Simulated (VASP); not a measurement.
Runs of VASP 6.6.1 on Au. The structure is that of space group Pm-3m (No. 221), or close to it. The cells are those of the table. 

| task | potentials or basis | cell | cutoff (eV) | second run | gap on the mesh (eV) | pressure (GPa) |
| --- | --- | --- | --- | --- | --- | --- |
| relaxation of cell and atoms | VASP PAW LDA potentials, release 64 (Au) | relaxed to 45 GPa from a = 2.650 Å, 1 atom | 600 | - | none | 44.8 |
| single point | VASP PAW LDA potentials, release 64 (Au_sv_GW) | a = 2.668 Å, 1 atom | 500 | valence_matched | none | -0.8 |
| single point | VASP PAW LDA potentials, release 64 (Au) | a = 2.596 Å, 1 atom | 520 | - | none | 15.6 |
| relaxation of cell and atoms | VASP PAW LDA potentials, release 64 (Au) | relaxed to 30 GPa from a = 2.650 Å, 1 atom | 600 | - | none | 30.0 |
| single point | VASP PAW LDA potentials, release 64 (Au) | a = 2.547 Å, 1 atom | 520 | - | none | (a) |

Alike in all rows: level LDA; no spin polarisation; k mesh 17 × 17 × 17; smearing fermi-dirac 0.05 eV.

Estimate the missing entries.

(a) 30.8.

Caveats: spin-orbit coupling is left out, which moves the levels of the heavy elements; the cell is relaxed towards a set pressure, so the enthalpy falls and the energy may rise (some runs).

A k mesh can miss the band edges, and the runs leave out spin-orbit coupling on Au.

A gap of «none» marks levels without a gap at the run's occupations.

The runs don't all hold the same shells in valence.
